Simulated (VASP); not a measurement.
# MgB2 (P6/mmm) in VASP: notebook, part 2 of 2

VASP 6.6.1. Earlier steps stand in the parts before.

### Step 4. Single point, PBE

This run uses another cell than the first one, of 9.61 Å³/atom, 1.042 times its volume.

The input, INCAR:

```
SYSTEM = MgB2
PREC     = Accurate       ! precision mode
ENCUT    = 520            ! plane-wave cutoff, eV
EDIFF    = 1E-7           ! SCF threshold, eV
ISMEAR   = 0              ! smearing method
SIGMA    = 0.05           ! smearing width, eV
LREAL    = .FALSE.        ! projectors in reciprocal space
LASPH    = .TRUE.         ! aspherical terms in the spheres
NELM     = 60             ! most SCF steps
ALGO     = Normal         ! electronic algorithm
ISIF     = 2              ! what is computed and relaxed
LWAVE    = .FALSE.        ! write WAVECAR
LCHARG   = .FALSE.        ! write CHGCAR
GGA      = PE             ! functional
NBANDS   = 11             ! bands
```

The input, KPOINTS:

```
regular mesh
0
G
  12 12 10
  0 0 0
```

The input, POSCAR:

```
MgB2
1.0
    3.0782022036      0.0000000000      0.0000000000
   -1.5391011018      2.6658013063      0.0000000000
    0.0000000000      0.0000000000      3.5136169794
Mg B
1 2
Direct
    0.0000000000      0.0000000000      0.0000000000
    0.3333333333      0.6666666667      0.5000000000
    0.6666666667      0.3333333333      0.5000000000
```

Potentials or basis: VASP PAW PBE potentials, release 64 (Mg, B).

On the command line:

```sh
$ cat potpaw_PBE.64/Mg/POTCAR potpaw_PBE.64/B/POTCAR > POTCAR
$ mpirun -np 1 vasp_std > vasp.out
```

OUTCAR:

```text
SYSTEM = MgB2
   PREC = Accurate
   ENCUT = 520
   EDIFF = 1E-7
   ISMEAR = 0
   LREAL = .FALSE.
   LASPH = .TRUE.
   NELM = 60
   ISIF = 2
   GGA = PE

 ion  position               nearest neighbor table
   1  0.000  0.000  0.000-   2 2.50   3 2.50   2 2.50   3 2.50   2 2.50   2 2.50   3 2.50   3 2.50
                             3 2.50   3 2.50   2 2.50   2 2.50
   2  0.333  0.667  0.500-   3 1.78   3 1.78   3 1.78   1 2.50   1 2.50   1 2.50   1 2.50   1 2.50
                             1 2.50
   3  0.667  0.333  0.500-   2 1.78   2 1.78   2 1.78   1 2.50   1 2.50   1 2.50   1 2.50   1 2.50
                             1 2.50

  LATTYP: Found a hexagonal cell.
 ALAT       =     3.0782022036
 C/A-ratio  =     1.1414509987

  Lattice vectors:

 A1 = (   3.0782022036,   0.0000000000,   0.0000000000)
 A2 = (  -1.5391011018,   2.6658013063,   0.0000000000)
 A3 = (   0.0000000000,   0.0000000000,   3.5136169794)

Analysis of symmetry for initial positions (statically):
=====================================================================
 Subroutine PRICEL returns:
 Original cell was already a primitive cell.

 Routine SETGRP: Setting up the symmetry group for a
 hexagonal supercell.
[... 184 lines left out ...]
      6      11.6253      0.00000
      7      11.6253      0.00000
      8      13.4477      0.00000
      9      15.2903      0.00000
     10      18.0290      0.00000
     11      21.5275      0.00000
[... 309 lines left out ...]
 k-point    24 :       0.3333    0.0000    0.1000
  band No.  band energies     occupation
      1      -5.1694      2.00000
      2       0.2492      2.00000
      3       3.5563      2.00000
      4       3.5895      2.00000
      5       9.0848      0.00000
      6       9.9933      0.00000
      7      10.6977      0.00000
      8      14.6653      0.00000
      9      17.2657      0.00000
     10      18.1293      0.00000
     11      18.3003      0.00000

 [... further k-points ...]

------------------------ aborting loop because EDIFF is reached ----------------------------------------

  FORCE on cell =-STRESS in cart. coord.  units (eV):
  Direction    XX          YY          ZZ          XY          YZ          ZX
  --------------------------------------------------------------------------------------
  -------------------------------------------------------------------------------------
  Total       -0.0390628     -0.0390628     -0.0679126     -0.0000000      0.0000000      0.0000000
  in kB       -2.1706763     -2.1706763     -3.7738262     -0.0000000      0.0000000      0.0000000
  external PRESSURE =      -2.7050596 kB  Pullay stress =       0.0000000 kB

 VOLUME and BASIS-vectors are now :
 -----------------------------------------------------------------------------
  energy-cutoff  :      520.00
  volume of cell :       28.83
      direct lattice vectors                 reciprocal lattice vectors
     3.078202204  0.000000000  0.000000000     0.324864948  0.187560865  0.000000000
    -1.539101102  2.665801306  0.000000000     0.000000000  0.375121731  0.000000000
     0.000000000  0.000000000  3.513616979     0.000000000  0.000000000  0.284607004

 POSITION                                       TOTAL-FORCE (eV/Angst)
 -----------------------------------------------------------------------------------
      0.00000      0.00000      0.00000         0.000000      0.000000      0.000000
     -0.00000      1.77720      1.75681        -0.000000      0.000000     -0.000000
      1.53910      0.88860      1.75681         0.000000     -0.000000      0.000000
 -----------------------------------------------------------------------------------
    total drift:                                0.000000     -0.000000     -0.000000

  FREE ENERGIE OF THE ION-ELECTRON SYSTEM (eV)
  ---------------------------------------------------
  free  energy   TOTEN  =       -15.3214070263 eV

  energy  without entropy=      -15.3209986598  energy(sigma->0) =      -15.32120284
```

OSZICAR:

```text
N       E                     dE             d eps       ncg     rms          rms(c)
DAV:   1     0.410727413939E+01    0.41073E+01   -0.38091E+03  2692   0.613E+02
DAV:   2    -0.164609519425E+02   -0.20568E+02   -0.19378E+02  3224   0.107E+02
DAV:   3    -0.170137811258E+02   -0.55283E+00   -0.55170E+00  3293   0.145E+01
DAV:   4    -0.170150268802E+02   -0.12458E-02   -0.12457E-02  2911   0.754E-01
DAV:   5    -0.170150319977E+02   -0.51176E-05   -0.51180E-05  3081   0.501E-02    0.525E+00
DAV:   6    -0.155777532094E+02    0.14373E+01   -0.17781E+00  2825   0.619E+00    0.255E+00
DAV:   7    -0.153303809457E+02    0.24737E+00   -0.10398E+00  2933   0.468E+00    0.781E-01
DAV:   8    -0.153319871461E+02   -0.16062E-02   -0.14098E-01  2785   0.195E+00    0.447E-01
DAV:   9    -0.153214664692E+02    0.10521E-01   -0.25719E-02  2783   0.740E-01    0.662E-02
DAV:  10    -0.153214194680E+02    0.47001E-04   -0.14012E-03  3088   0.213E-01    0.282E-02
DAV:  11    -0.153214116199E+02    0.78481E-05   -0.13033E-04  2788   0.605E-02    0.787E-03
DAV:  12    -0.153214069798E+02    0.46401E-05   -0.17179E-05  2786   0.197E-02    0.113E-03
DAV:  13    -0.153214070263E+02   -0.46493E-07   -0.23750E-07  2996   0.359E-03
   1 F= -.15321407E+02 E0= -.15321203E+02  d E =-.408366E-03
```

stdout:

```text
POSCAR found type information on POSCAR MgB
 POSCAR found :  2 types and       3 ions
 scaLAPACK will be used
 LDA part: xc-table for (Slater+PW92), standard interpolation
 POSCAR, INCAR and KPOINTS ok, starting setup
 FFT: planning ... GRIDC
 FFT: planning ... GRID_SOFT
 FFT: planning ... GRID
 WAVECAR not read
 entering main loop
```

Run time: 44 s. Hardware: 1 thread of Intel Xeon 8259CL, shared host; peak memory 0.17 GiB.

What came out:

```
Free energy            : -15.3214 eV
Pressure               : -0.3 GPa
Band gap on the k mesh : zero (band 4 reaches 7.11 eV, above the bottom of band 5 at 3.29 eV)
```

### Step 5. Single point, PBE

This run uses another cell than the first one, of 9.61 Å³/atom, 1.042 times its volume.

The input, INCAR:

```
ALGO = Normal
EDIFF = 1E-7
ENCUT = 520
GGA = PE
ISIF = 2
ISMEAR = 0
LASPH = T
LCHARG = F
LREAL = F
LWAVE = F
NBANDS = 11
NELM = 80
PREC = Accurate
SIGMA = 0.05
```

The input, KPOINTS:

```
k-points
0
Gamma
  12 12 10
```

POSCAR is that of step 4.

On the command line:

```sh
$ cat potpaw_PBE.64/Mg/POTCAR potpaw_PBE.64/B/POTCAR > POTCAR
$ mpirun -np 1 vasp_std > vasp.out
```

Wall time 42 s (1 thread of Intel Xeon 8259CL, shared host); peak memory 0.17 GiB.

The run converged. Its results:

```yaml
Free_energy: -15.3214 eV
Pressure: -0.3 GPa
Band_gap_on_the_k_mesh: zero (band 4 reaches 7.11 eV, above the bottom of band 5 at 3.29 eV)
```

Stress tensor (GPa, compression positive):
```
-0.22  0.00  0.00
 0.00 -0.22  0.00
 0.00  0.00 -0.38
```

Levels at points of the mesh, in eV from the Fermi level:
| k point | band 1 | band 2 | band 3 | band 4 | band 5 | band 6 | band 7 | band 8 | band 9 |
| --- | --- | --- | --- | --- | --- | --- | --- | --- | --- |
| (0.00, 0.00, 0.00) | -12.40 | -2.89 | 0.41 | 0.41 | 1.74 | 6.38 | 6.38 | 8.20 | 10.04 |
| (0.50, 0.00, 0.00) | -8.51 | -7.80 | -2.13 | 0.27 | 3.15 | 3.94 | 5.43 | 7.22 | 12.70 |
| (0.00, 0.00, 0.50) | -11.12 | -7.39 | 0.79 | 0.79 | 6.70 | 6.70 | 8.04 | 9.98 | 10.10 |
| (0.50, 0.00, 0.50) | -7.53 | -6.89 | -3.52 | -1.84 | -1.23 | 5.79 | 8.88 | 9.01 | 13.17 |

### Step 6. Overview

| cell | gap on the mesh (eV) | pressure (GPa) |
| --- | --- | --- |
| a = 3.044, b = 3.044, c = 3.449 Å, angles 90.0, 90.0, 120.0°, 3 atoms | none | 6.1 |
| a = 3.061, b = 3.061, c = 3.482 Å, angles 90.0, 90.0, 120.0°, 3 atoms | none | 2.8 |
| a = 3.078, b = 3.078, c = 3.514 Å, angles 90.0, 90.0, 120.0°, 3 atoms | none | -0.3 |

Alike in all rows: task single point; level PBE; potentials or basis VASP PAW PBE potentials, release 64 (Mg, B); no spin polarisation; k mesh 12 × 12 × 10; cutoff (eV) 520; smearing gaussian 0.05 eV.

Total energies depend on the potentials used, so only differences within one code and one set of settings carry meaning.
